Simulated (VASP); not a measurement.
Runs of VASP 6.6.1 on P. The structure is that of space group Fd-3m (No. 227), or close to it. The cells are those of the table. This isn't the form of P at room conditions, which is orthorhombic.

```tsv
task	cell	k mesh	cutoff (eV)	gap on the mesh (eV)	pressure (GPa)
single point	a = 3.835 Å, angles 60.0°, 2 atoms	16 × 16 × 16	520	none	0.0
single point	a = 3.675 Å, angles 60.0°, 2 atoms	11 × 11 × 11	520	none	7.2
single point	a = 3.982 Å, angles 60.0°, 2 atoms	11 × 11 × 11	520	none	(a)
single point	a = 3.783 Å, angles 60.0°, 2 atoms	11 × 11 × 11	520	none	1.9
single point	a = 3.835 Å, angles 60.0°, 2 atoms	10 × 10 × 10	520	none	-0.2
relaxation of cell and atoms	relaxed from a = 3.874 Å, angles 60.0°, 2 atoms	10 × 10 × 10	600	none	0.0
single point	a = 3.835 Å, angles 60.0°, 2 atoms	11 × 11 × 11	520	none	-0.1
single point	a = 3.934 Å, angles 60.0°, 2 atoms	11 × 11 × 11	520	none	(b)
```

Alike in all rows: level r2SCAN; potentials or basis VASP PAW PBE potentials, release 64 (P); no spin polarisation; smearing fermi-dirac 0.1 eV.

Task: Fill in the values left out.

Result: (a) -4.3; (b) -3.1.

Caveats: the PAW data sets were made with another functional, which shifts forces and pressure a little; the cell stands under tension (at least some runs); the cell stands under pressure (at least some runs).

A gap of «none» marks levels without a gap at the run's occupations.
